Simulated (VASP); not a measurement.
# Te2Mo in VASP: further runs

Runs on Te2Mo. Level: PBE+D3(BJ). Tasks: relaxation of cell and atoms.

All numbers are computed with VASP 6.6.1; they aren't measurements. Logs are shortened: lines on timing, memory, paths and dates and some standing lists are left out, and cuts for length are marked.

## (1) The cell of the first run

The typed cell holds 6 atoms: a = 3.353 Å, b = 3.353 Å, c = 12.928 Å, α = 90.00°, β = 90.00°, γ = 120.00°.

## (2) Relaxation of cell and atoms, PBE+D3(BJ), target pressure 10 GPa, at which the enthalpy is minimised

Contents of INCAR:

```
SYSTEM = Te2Mo
PREC = Accurate
ENCUT = 600
EDIFF = 1E-6
ISMEAR = 0
SIGMA = 0.01
LREAL = .False.
LASPH = .True.
NELM = 100
ALGO = Normal
ISIF = 3
LWAVE = .False.
LCHARG = .False.
GGA = PE
IVDW = 12
IBRION = 2
NSW = 70
EDIFFG = -0.008
PSTRESS = 100.0
```

Contents of KPOINTS:

```
regular mesh
0
Gamma
  12 12 4
  0 0 0
```

Contents of POSCAR:

```
Te2Mo
1.0
    3.3534674495      0.0000000000      0.0000000000
   -1.6767337247      2.9041880020      0.0000000000
    0.0000000000      0.0000000000     12.9282593167
Te Mo
4 2
Direct
    0.3333333333      0.6666666667      0.1115803588
    0.6666666667      0.3333333333      0.6115934051
    0.6666666667      0.3333333333      0.8884196412
    0.3333333333      0.6666666667      0.3884065949
    0.3333333333      0.6666666667      0.7500069101
    0.6666666667      0.3333333333      0.2499930899
```

Potentials or basis: VASP PAW PBE potentials, release 64 (Te, Mo_sv).

Run with:

```console
> cat potpaw_PBE.64/Te/POTCAR potpaw_PBE.64/Mo_sv/POTCAR > POTCAR
> mpirun -np 1 vasp_std > vasp.out
```

OUTCAR:

```text
SYSTEM = Te2Mo
   PREC = Accurate
   ENCUT = 600
   EDIFF = 1E-6
   ISMEAR = 0
   LREAL = .False.
   LASPH = .True.
   NELM = 100
   ISIF = 3
   GGA = PE
   IVDW = 12
   IBRION = 2
   NSW = 70
   EDIFFG = -0.008
   PSTRESS = 100.0
 IVDW          = 12

 ion  position               nearest neighbor table
   1  0.333  0.667  0.112-   6 2.64   6 2.64   6 2.64   3 3.47   3 3.47   3 3.47   4 3.58
   2  0.667  0.333  0.612-   5 2.64   5 2.64   5 2.64   4 3.47   4 3.47   4 3.47   3 3.58
   3  0.667  0.333  0.888-   5 2.64   5 2.64   5 2.64   1 3.47   1 3.47   1 3.47   2 3.58
   4  0.333  0.667  0.388-   6 2.64   6 2.64   6 2.64   2 3.47   2 3.47   2 3.47   1 3.58
   5  0.333  0.667  0.750-   3 2.64   3 2.64   3 2.64   2 2.64   2 2.64   2 2.64
   6  0.667  0.333  0.250-   1 2.64   1 2.64   1 2.64   4 2.64   4 2.64   4 2.64

  LATTYP: Found a hexagonal cell.
 ALAT       =     3.3534674495
 C/A-ratio  =     3.8551915328

  Lattice vectors:

 A1 = (   3.3534674495,   0.0000000000,   0.0000000000)
 A2 = (  -1.6767337247,   2.9041880020,   0.0000000000)
 A3 = (   0.0000000000,   0.0000000000,  12.9282593167)

Analysis of symmetry for initial positions (statically):
=====================================================================
 Subroutine PRICEL returns:
 Original cell was already a primitive cell.

 Routine SETGRP: Setting up the symmetry group for a
 hexagonal supercell.

 Subroutine GETGRP returns: Found 12 space group operations
 (whereof 12 operations were pure point group operations)
 out of a pool of 24 trial point group operations.

The static configuration has the point symmetry D_3d.

Analysis of symmetry for dynamics (positions and initial velocities):
=====================================================================
 Subroutine PRICEL returns:
 Original cell was already a primitive cell.

 Routine SETGRP: Setting up the symmetry group for a
 hexagonal supercell.

 Subroutine GETGRP returns: Found 12 space group operations
 (whereof 12 operations were pure point group operations)
 out of a pool of 24 trial point group operations.

The dynamic configuration has the point symmetry D_3d.

 Subroutine INISYM returns: Found 12 space group operations
 (whereof 12 operations are pure point group operations),
 and found     1 'primitive' translations

----------------------------------------------------------------------------------------

                                     Primitive cell

  volume of cell :     125.9096

  direct lattice vectors                    reciprocal lattice vectors
     3.353467450  0.000000000  0.000000000     0.298198809  0.172165163  0.000000000
    -1.676733725  2.904188002  0.000000000     0.000000000  0.344330325  0.000000000
     0.000000000  0.000000000 12.928259317     0.000000000  0.000000000  0.077349934

  length of vectors
     3.353467450  3.353467449 12.928259317     0.344330325  0.344330325  0.077349934

  position of ions in fractional coordinates (direct lattice)
     0.333333333  0.666666667  0.111580359
     0.666666667  0.333333333  0.611593405
     0.666666667  0.333333333  0.888419641
     0.333333333  0.666666667  0.388406595
     0.333333333  0.666666667  0.750006910
     0.666666667  0.333333333  0.249993090

  ion indices of the primitive-cell ions
   primitive index   ion index
                 1           1
                 2           2
                 3           3
                 4           4
                 5           5
                 6           6

----------------------------------------------------------------------------------------

 KPOINTS: regular mesh

Automatic generation of k-mesh.
 Grid dimensions read from file:
 generate k-points for:   12   12    4

 Generating k-lattice:

  Cartesian coordinates                     Fractional coordinates (reciprocal lattice)
     0.024849901  0.014347097  0.000000000     0.083333333  0.000000000  0.000000000
     0.000000000  0.028694194  0.000000000     0.000000000  0.083333333  0.000000000
     0.000000000  0.000000000  0.019337483     0.000000000  0.000000000  0.250000000

  Length of vectors
     0.028694194  0.028694194  0.019337483

  Shift w.r.t. Gamma in fractional coordinates (k-lattice)
     0.000000000  0.000000000  0.000000000

 Subroutine IBZKPT returns following result:
 ===========================================

 Found     69 irreducible k-points:

 Following reciprocal coordinates:
            Coordinates               Weight
  0.000000  0.000000  0.000000      1.000000
  0.083333 -0.000000  0.000000      6.000000
  0.166667 -0.000000  0.000000      6.000000
  0.250000  0.000000  0.000000      6.000000
  0.333333  0.000000  0.000000      6.000000
  0.416667  0.000000  0.000000      6.000000
[... 16 lines left out ...]
  0.166667 -0.000000  0.250000      6.000000
  0.000000  0.166667  0.250000      6.000000
 [... further k-points ...]
   k-points           NKPTS =     69   k-points in BZ     NKDIM =     69   number of bands    NBANDS=     31
   number of dos      NEDOS =    301   number of ions     NIONS =      6
   total plane-waves  NPLWV =  84672
   dimension x,y,z NGX =    28 NGY =   28 NGZ =  108
   dimension x,y,z NGXF=    56 NGYF=   56 NGZF=  216
   ions per type =               4   2
   NGX,Y,Z   is equivalent  to a cutoff of  13.88, 13.88, 13.89 a.u.
   NGXF,Y,Z  is equivalent  to a cutoff of  27.76, 27.76, 27.78 a.u.
 SYSTEM =  Te2Mo
   PREC   = accura    normal or accurate (medium, high low for compatibility)
   ISTART =      0    job   : 0-new  1-cont  2-samecut
   ICHARG =      2    charge: 1-file 2-atom 10-const
   ISPIN  =      1    spin polarized calculation?
   LNONCOLLINEAR =      F non collinear calculations
   LSORBIT =      F    spin-orbit coupling
   LASPH  =      T    aspherical Exc in radial PAW
   ENCUT  =  600.0 eV  44.10 Ry    6.64 a.u.   6.70  6.70 25.82*2*pi/ulx,y,z
   NELM   =    100;   NELMIN=  2; NELMDL= -5     # of ELM steps
   EDIFF  = 0.1E-05   stopping-criterion for ELM
   LREAL  =      F    real-space projection
   EDIFFG = -.8E-02   stopping-criterion for IOM
   NSW    =     70    number of steps for IOM
   IBRION =      2    ionic relax: 0-MD 1-quasi-New 2-CG
   NFREE  =      1    steps in history (QN), initial steepest desc. (CG)
   ISIF   =      3    stress and relaxation
   ISYM   =      2    0-nonsym 1-usesym 2-fastsym
   POTIM  = 0.5000    time-step for ionic-motion
   TEBEG  =    0.0;   TEEND  =   0.0 temperature during run
   PSTRESS=  100.0 pullay stress
   NELECT =      52.0000    total number of electrons
   NUPDOWN=      -1.0000    fix difference up-down
   EMIN   =  10.00;   EMAX   =-10.00  energy-range for DOS
   EFERMI =   0.00;   METHOD = LEGACY
   ISMEAR =     0;   SIGMA  =   0.01  broadening in eV -4-tet -1-fermi 0-gaus
   EFERMI_NEDOS =   21; number of points for ismear=-14 and -15
   IALGO  =     38    algorithm
   IMIX   =      4    mixing-type and parameters
     AMIX     =   0.40;   BMIX     =  1.00
     AMIX_MAG =   1.60;   BMIX_MAG =  1.00
  volume/ion in A,a.u.               =      20.98       141.61
  Fermi-wavevector in a.u.,A,eV,Ry     =   1.219148  2.303855 20.222626  1.486321
  Thomas-Fermi vector in A             =   2.354410
   LORBIT       =      0    0 simple, 1 ext, 2 COOP (PROOUT), +10 PAW based schemes
   GGA     = PE    functional components
   LHFCALC =     F    Hartree Fock is set to
   AEXX    =    0.0000 exact exchange contribution
   IVDW    =    12    specifies the selected vdW correction
   LEPSILON=     F    determine dielectric tensor
   LRPA    =     F    only Hartree local field effects (RPA)
 conjugate gradient relaxation of ions
 non-spin polarized calculation
 Gauss-broadening in eV      SIGMA  =   0.01
  energy-cutoff  :      600.00
  volume of cell :      125.91
 maximum number of plane-waves:      4239
 NGX is ok and might be reduce to    28
   NGX = 13   NGY = 13   NGZ = 51

--------------------------------------- Ionic step        1  -------------------------------------------

 number of electron      52.0000004 magnetization

 Free energy of the ion-electron system (eV)
  ---------------------------------------------------
  ext. energy  EPLUGINS =         0.00000000
  ---------------------------------------------------
  free energy    TOTEN  =       -34.77610206 eV

  energy without entropy =      -34.77610206  energy(sigma->0) =      -34.77610206

------------------------ aborting loop because EDIFF is reached ----------------------------------------

 Edisp (eV)   -3.83426

 E8    (eV) :    -1.7639

  FORCE on cell =-STRESS in cart. coord.  units (eV):
  Direction    XX          YY          ZZ          XY          YZ          ZX
  --------------------------------------------------------------------------------------
  -------------------------------------------------------------------------------------
  Total      10.45331    10.45331    12.55346     0.00000     0.00000    -0.00000
  in kB     133.01654   133.01654   159.74057     0.00000     0.00000    -0.00000
  external pressure =       41.92 kB  Pullay stress =      100.00 kB
[... 27 lines left out ...]
  enthalpy is  TOTEN    =       -30.7517068026 eV   P V=        7.8586562844

--------------------------------------- Ionic step        2  -------------------------------------------

 number of electron      52.0000003 magnetization

 E-fermi :   9.8838     XC(G=0): -11.0418

 val. band max:        9.6868273378   @ k =   0.0833  -0.0000   0.0000
 cond. band min:       9.9812806655   @ k =   0.3333   0.3333   0.0000
 fundamental gap:      0.2944533277
 Fermi energy:         9.8837719565

 k-point     1 :       0.0000    0.0000    0.0000
  band No.  band energies     occupation
      1     -51.2991      2.00000
      2     -51.2991      2.00000
      3     -25.5006      2.00000
      4     -25.5005      2.00000
      5     -25.2916      2.00000
      6     -25.2916      2.00000
[... 805 lines left out ...]
     30      11.7553      0.00000
     31      11.9146      0.00000

 [... further k-points ...]

------------------------ aborting loop because EDIFF is reached ----------------------------------------

 Edisp (eV)   -3.53947

 E8    (eV) :    -1.6283

  FORCE on cell =-STRESS in cart. coord.  units (eV):
  Direction    XX          YY          ZZ          XY          YZ          ZX
  --------------------------------------------------------------------------------------
  -------------------------------------------------------------------------------------
  Total       1.43591     1.43591    -3.13189     0.00000     0.00000    -0.00000
  in kB      16.89482    16.89482   -36.84947     0.00000     0.00000    -0.00000
  external pressure =     -101.02 kB  Pullay stress =      100.00 kB
[... 67 lines left out ...]
  FREE ENERGIE OF THE ION-ELECTRON SYSTEM (eV)
  ---------------------------------------------------
  free  energy   TOTEN  =       -38.8714552946 eV

  energy  without entropy=      -38.8714552946  energy(sigma->0) =      -38.87145529

  enthalpy is  TOTEN    =       -30.8206667675 eV   P V=        8.0507885271

[... ionic steps 4 to 11 ...]

--------------------------------------- Ionic step       12  -------------------------------------------

 number of electron      52.0000001 magnetization

------------------------ aborting loop because EDIFF is reached ----------------------------------------

 Edisp (eV)   -3.80739

 E8    (eV) :    -1.7511
[... 81 lines left out ...]
  enthalpy is  TOTEN    =       -30.8411305719 eV   P V=        7.9049525172

--------------------------------------- Ionic step       14  -------------------------------------------

 number of electron      52.0000002 magnetization

 Free energy of the ion-electron system (eV)
  ---------------------------------------------------
  ext. energy  EPLUGINS =         0.00000000
  ---------------------------------------------------
  free energy    TOTEN  =       -34.94076263 eV

  energy without entropy =      -34.94063263  energy(sigma->0) =      -34.94069763

 E-fermi :  11.0833     XC(G=0): -11.3917

 val. band max:       11.0444413232   @ k =   0.0000   0.0000   0.0000
 cond. band min:      11.0879844876   @ k =   0.2500   0.1667   0.0000
 fundamental gap:      0.0435431644
 Fermi energy:        11.0833163543

 k-point     1 :       0.0000    0.0000    0.0000
  band No.  band energies     occupation
      1     -50.1503      2.00000
      2     -50.1503      2.00000
      3     -24.4067      2.00000
      4     -24.4066      2.00000
      5     -24.1657      2.00000
      6     -24.1657      2.00000
[... 805 lines left out ...]
     30      12.9810      0.00000
     31      13.2501      0.00000

 [... further k-points ...]

------------------------ aborting loop because EDIFF is reached ----------------------------------------

 Edisp (eV)   -3.80908

 E8    (eV) :    -1.7519

  FORCE on cell =-STRESS in cart. coord.  units (eV):
  Direction    XX          YY          ZZ          XY          YZ          ZX
  --------------------------------------------------------------------------------------
  -------------------------------------------------------------------------------------
  Total       7.89489     7.89489     7.88520     0.00000    -0.00000    -0.00000
  in kB      99.82550    99.82550    99.70298     0.00000    -0.00000    -0.00000
  external pressure =       -0.22 kB  Pullay stress =      100.00 kB
[... 21 lines left out ...]
  FREE ENERGIE OF THE ION-ELECTRON SYSTEM (eV)
  ---------------------------------------------------
  free  energy   TOTEN  =       -38.7498433050 eV

  energy  without entropy=      -38.7497133018  energy(sigma->0) =      -38.74977830

  enthalpy is  TOTEN    =       -30.8411543838 eV   P V=        7.9086889213

 reached required accuracy - stopping structural energy minimisation
```

Run time: 27 min. Hardware: 1 thread of Intel Xeon 6975P-C (Granite Rapids), shared host; peak memory 0.51 GiB.

What came out:

| Property | Result |
| --- | --- |
| Free energy | -38.7498 eV |
| Relaxed volume | 21.12 Å³/atom |
| Relaxed cell | a = 3.364 Å, b = 3.364 Å, c = 12.926 Å, α = 90.00°, β = 90.00°, γ = 120.00° |
| Space group after relaxing (to 0.1 Å) | P6_3/mmc (No. 194) |
| Energy change on relaxing (the run minimises the enthalpy) | -23.2 meV/atom |
| Ionic steps | 14 |
| Pressure after relaxing | 10.0 GPa |
| Band gap on the k mesh | zero (bands 26 and 27 overlap by 0.10 eV) |
| Dispersion energy per atom | -0.635 eV |

The path:
```csv
step,energy change (eV),largest force (eV/Å),pressure (GPa),volume (Å³)
1,0.0000,0.9283,14.19,125.91
2,-0.3820,1.0064,-0.10,136.17
3,-0.2611,0.2328,9.13,128.99
4,-0.2549,0.2533,9.29,128.89
5,-0.1981,0.1481,9.76,127.77
6,-0.1312,0.0431,10.25,126.62
7,-0.1508,0.0452,9.69,126.90
8,-0.1498,0.0406,9.74,126.88
9,-0.1157,0.0592,10.49,126.34
10,-0.1347,0.0062,10.07,126.64
11,-0.1351,0.0050,10.07,126.64
12,-0.1426,0.0187,9.91,126.76
13,-0.1357,0.0032,10.04,126.65
14,-0.1395,0.0014,9.98,126.71
```

Final structure:
```
Te Mo
1.0
     3.36447    0.00000    0.00000
    -1.68224    2.91372    0.00000
     0.00000    0.00000   12.92560
Te Mo
4 2
Direct
  0.33333 0.66667 0.10811
  0.66667 0.33333 0.60812
  0.66667 0.33333 0.89189
  0.33333 0.66667 0.39188
  0.33333 0.66667 0.75000
  0.66667 0.33333 0.25000
```

Caveat: the cell is relaxed towards a set pressure, so the run minimises the enthalpy, not the energy; spin-orbit coupling is left out, which moves the levels of the heavy elements.

(Part 1 of 2 ends here.)
